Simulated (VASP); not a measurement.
# BN in VASP: further runs, part 2 of 2

VASP 6.6.1. The steps go on from the part before.

### Step 3. Single point, PBE+D3(BJ)

INCAR

```
ALGO = Normal
DIPOL = 0.5 0.5 0.500
EDIFF = 1E-7
ENCUT = 520
GGA = PE
IDIPOL = 3
ISIF = 2
ISMEAR = 0
IVDW = 12
LASPH = T
LCHARG = F
LDIPOL = T
LREAL = F
LWAVE = F
NBANDS = 11
NELM = 100
PREC = Accurate
SIGMA = 0.02
```

KPOINTS

```
k-points
0
Gamma
  12 12 1
```

POSCAR

```
BN
1.0
    2.5770000000      0.0000000000      0.0000000000
   -1.2885000000      2.2317474655      0.0000000000
    0.0000000000      0.0000000000     26.0000000000
B N
1 1
Direct
    0.0000000000      0.0000000000      0.5192307692
    0.6666666667      0.3333333333      0.4807692308
```

Potentials or basis: VASP PAW PBE potentials, release 64 (B, N).

Started as:

```console
cat potpaw_PBE.64/B/POTCAR potpaw_PBE.64/N/POTCAR > POTCAR
mpirun -np 1 vasp_std > vasp.out
```

OUTCAR:

```text
EDIFF = 1E-7
   ENCUT = 520
   GGA = PE
   ISIF = 2
   ISMEAR = 0
   IVDW = 12
   LASPH = T
   LREAL = F
   NELM = 100
   PREC = Accurate
 IVDW          = 12

 ion  position               nearest neighbor table
   1  0.000  0.000  0.519-   2 1.79   2 1.79   2 1.79
   2  0.667  0.333  0.481-   1 1.79   1 1.79   1 1.79

  LATTYP: Found a hexagonal cell.
 ALAT       =     2.5770000000
 C/A-ratio  =    10.0892510671

  Lattice vectors:

 A1 = (   2.5770000000,   0.0000000000,   0.0000000000)
 A2 = (  -1.2885000000,   2.2317474655,   0.0000000000)
 A3 = (   0.0000000000,   0.0000000000,  26.0000000000)

Analysis of symmetry for initial positions (statically):
=====================================================================
 Subroutine PRICEL returns:
 Original cell was already a primitive cell.

 Routine SETGRP: Setting up the symmetry group for a
 hexagonal supercell.

 Subroutine GETGRP returns: Found  6 space group operations
 (whereof  6 operations were pure point group operations)
 out of a pool of 24 trial point group operations.

The static configuration has the point symmetry C_3v.

Analysis of symmetry for dynamics (positions and initial velocities):
=====================================================================
 Subroutine PRICEL returns:
 Original cell was already a primitive cell.

 Routine SETGRP: Setting up the symmetry group for a
 hexagonal supercell.

 Subroutine GETGRP returns: Found  6 space group operations
 (whereof  6 operations were pure point group operations)
 out of a pool of 24 trial point group operations.

The dynamic configuration has the point symmetry C_3v.

 Subroutine INISYM returns: Found  6 space group operations
 (whereof  6 operations are pure point group operations),
 and found     1 'primitive' translations

----------------------------------------------------------------------------------------

                                     Primitive cell

[... 116 lines left out ...]
 Gauss-broadening in eV      SIGMA  =   0.02
  energy-cutoff  :      520.00
  volume of cell :      149.53
 maximum number of plane-waves:      4046
 NGX is ok and might be reduce to    20
   NGX =  9   NGY =  9   NGZ = 97

 number of electron       8.0000001 magnetization

 dipolmoment           0.000000      0.000000     -0.082335 electrons x Angstroem

 Free energy of the ion-electron system (eV)
  ---------------------------------------------------
  ext. energy  EPLUGINS =         0.00000000
  ---------------------------------------------------
  free energy    TOTEN  =       -11.25717469 eV

  energy without entropy =      -11.25625497  energy(sigma->0) =      -11.25671483

 E-fermi :  -4.7554     XC(G=0):  -1.9121

 val. band max:       -4.7583453987   @ k =   0.1667   0.0833   0.0000
 cond. band min:      -4.6203945321   @ k =   0.2500   0.0000   0.0000
 fundamental gap:      0.1379508666
 Fermi energy:        -4.7553694899

 k-point     1 :       0.0000    0.0000    0.0000
  band No.  band energies     occupation
      1     -21.1389      2.00000
      2     -11.2707      2.00000
      3      -5.5203      2.00000
      4      -3.6169      0.00000
      5      -3.6169      0.00000
      6      -0.5816      0.00000
      7       0.3008      0.00000
      8       1.2597      0.00000
      9       2.1282      0.00000
     10       2.6319      0.00000
     11       2.9704      0.00000
[... 239 lines left out ...]
 k-point    19 :       0.3333    0.3333    0.0000
  band No.  band energies     occupation
      1     -17.3402      2.00000
      2     -10.5765      2.00000
      3      -9.7115      2.00000
      4      -6.6915      2.00000
      5      -3.7366      0.00000
      6      -0.5861      0.00000
      7       2.2651      0.00000
      8       5.9536      0.00000
      9       8.3749      0.00000
     10       8.8388      0.00000
     11       9.2599      0.00000

------------------------ aborting loop because EDIFF is reached ----------------------------------------

 vacuum level on the upper side and lower side of the slab       (xc-potential included)        -1.318         1.258

 Edisp (eV)   -0.14950

 E8    (eV) :    -0.0478

  FORCE on cell =-STRESS in cart. coord.  units (eV):
  Direction    XX          YY          ZZ          XY          YZ          ZX
  --------------------------------------------------------------------------------------
  -------------------------------------------------------------------------------------
  Total      -2.76602    -2.76602    -8.28777     0.00000     0.00000     0.00000
  in kB     -29.63693   -29.63693   -88.80054     0.00000     0.00000     0.00000
  external pressure =      -49.36 kB  Pullay stress =        0.00 kB

 VOLUME and BASIS-vectors are now :
 -----------------------------------------------------------------------------
  energy-cutoff  :      520.00
  volume of cell :      149.53
      direct lattice vectors                 reciprocal lattice vectors
     2.577000000  0.000000000  0.000000000     0.388048118  0.224039685  0.000000000
    -1.288500000  2.231747465  0.000000000     0.000000000  0.448079371  0.000000000
     0.000000000  0.000000000 26.000000000     0.000000000  0.000000000  0.038461538

 POSITION                                       TOTAL-FORCE (eV/Angst)
 -----------------------------------------------------------------------------------
      0.00000      0.00000     13.50000        -0.000000      0.000000     -8.276080
      1.28850      0.74392     12.50000         0.000000     -0.000000      8.276080
 -----------------------------------------------------------------------------------
    total drift:                               -0.000000      0.000000      0.000028

  FREE ENERGIE OF THE ION-ELECTRON SYSTEM (eV)
  ---------------------------------------------------
  free  energy   TOTEN  =       -11.4066757596 eV

  energy  without entropy=      -11.4057560329  energy(sigma->0) =      -11.40621590

 vacuum level on the upper side and lower side of the slab        -0.177         2.415
```

OSZICAR:

```text
N       E                     dE             d eps       ncg     rms          rms(c)
DAV:   1     0.542295167697E+02    0.54230E+02   -0.28693E+03   426   0.499E+02
DAV:   2    -0.650392107453E+01   -0.60733E+02   -0.52127E+02   667   0.986E+01
DAV:   3    -0.124959509324E+02   -0.59920E+01   -0.58483E+01   605   0.431E+01
[... 16 lines left out ...]
DAV:  20    -0.112571735688E+02   -0.32086E-05   -0.22236E-07   533   0.150E-03    0.446E-04
DAV:  21    -0.112571741662E+02   -0.59742E-06   -0.15095E-08   574   0.595E-04    0.173E-04
DAV:  22    -0.112571745598E+02   -0.39363E-06   -0.13312E-08   531   0.359E-04    0.677E-05
DAV:  23    -0.112571746664E+02   -0.10658E-06   -0.19872E-09   518   0.140E-04    0.470E-05
DAV:  24    -0.112571746928E+02   -0.26371E-07   -0.43319E-10   494   0.735E-05
   1 F= -.11406676E+02 E0= -.11406216E+02  d E =-.919727E-03
```

stdout:

```text
POSCAR found type information on POSCAR B N
 POSCAR found :  2 types and       2 ions
 scaLAPACK will be used
 LDA part: xc-table for (Slater+PW92), standard interpolation
 POSCAR, INCAR and KPOINTS ok, starting setup
 FFT: planning ... GRIDC
 FFT: planning ... GRID_SOFT
 FFT: planning ... GRID
 WAVECAR not read
 entering main loop
```

Run time: 39 s. Hardware: 1 thread of Intel Xeon Platinum 8375C at 2.90GHz (Ice Lake), shared host; peak memory 0.26 GiB.

Results:

* Free energy: -11.4067 eV
* Largest force: 8.276 eV/Å
* Band gap on the k mesh: zero (band 4 reaches -3.62 eV, above the bottom of band 5 at -4.76 eV)
* Dispersion energy per atom: -0.075 eV

Forces on the atoms (eV/Å):
```
B    0.000  0.000 -8.276
N    0.000  0.000  8.276
```
